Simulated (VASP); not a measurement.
TiPbO3:

```xyz
5
Lattice="3.9639 0.0000 0.0000 0.0000 3.9639 0.0000 0.0000 0.0000 3.9639" Properties=species:S:1:pos:R:3 pbc="T T T"
Ti    1.9820    1.9820    1.9820
Pb    0.0000    0.0000    0.0000
O     0.0000    1.9820    1.9820
O     1.9820    0.0000    1.9820
O     1.9820    1.9820    0.0000
```

Base run:

| Item | Value |
| --- | --- |
| Program | VASP 6.6.1 |
| Functional | pbe exchange, lda correlation |
| Potentials or basis | VASP PAW PBE potentials, release 64 (Ti_sv, Pb_d, O) |
| Cutoff | 600 eV |
| k mesh | 6 × 6 × 6 |
| Occupations | gaussian, width 0.01 eV |
| Spin | no spin polarisation |

Its results: band gap on the k mesh 1.74 eV (least direct gap 1.74 eV); pressure 10.3 GPa.

Problem. The run is repeated on the same cell with these changes: k mesh from 6 × 6 × 6 to 2 × 2 × 2. What comes out?

Solution. Band gap on the k mesh 1.36 eV; pressure 12.8 GPa.

Caveats: some runs use coarse meshes; the PAW data sets were made with another functional, which shifts forces and pressure a little; spin-orbit coupling is left out, which moves the levels of the heavy elements; the cell stands under pressure (at least some runs).

A k mesh can miss the band edges.
